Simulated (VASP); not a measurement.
A run of VASP 6.6.1:

INCAR

```
PREC = Accurate
ENCUT = 600
EDIFF = 1E-6
ISMEAR = 0
SIGMA = 0.1
LREAL = False
LASPH = True
NELM = 100
ALGO = Normal
ISIF = 3
LWAVE = False
LCHARG = False
GGA = PS
IBRION = 2
NSW = 90
EDIFFG = -0.04
```

File KPOINTS:

```
Automatic mesh
0
Gamma
  6 6 2
```

File POSCAR:

```
Se
1.0
    3.6397805508      0.0000000000      0.0000000000
   -1.8198902754      3.1521424212      0.0000000000
    0.0000000000      0.0000000000      9.9132234514
Se
4
Direct
    0.0000000000      0.0000000000      0.2500000000
    0.0000000000      0.0000000000      0.7500000000
    0.3333333333      0.6666666667      0.7500000000
    0.6666666667      0.3333333333      0.2500000000
```

Potentials or basis: VASP PAW PBE potentials, release 64 (Se).

Launch:

```bash
$ cat potpaw_PBE.64/Se/POTCAR > POTCAR
$ mpirun -np 1 vasp_std > vasp.out
```

Hardware: 1 thread of Oxide Virtual Turin-like Processor, on a shared host.

Task: Estimate the wall time of this run.

Result: Run time: 10 min on 1 thread of Oxide Virtual Turin-like Processor (shared host), peak memory 0.25 GiB. Counts: scf iterations 222, k points 14, ion steps 25.
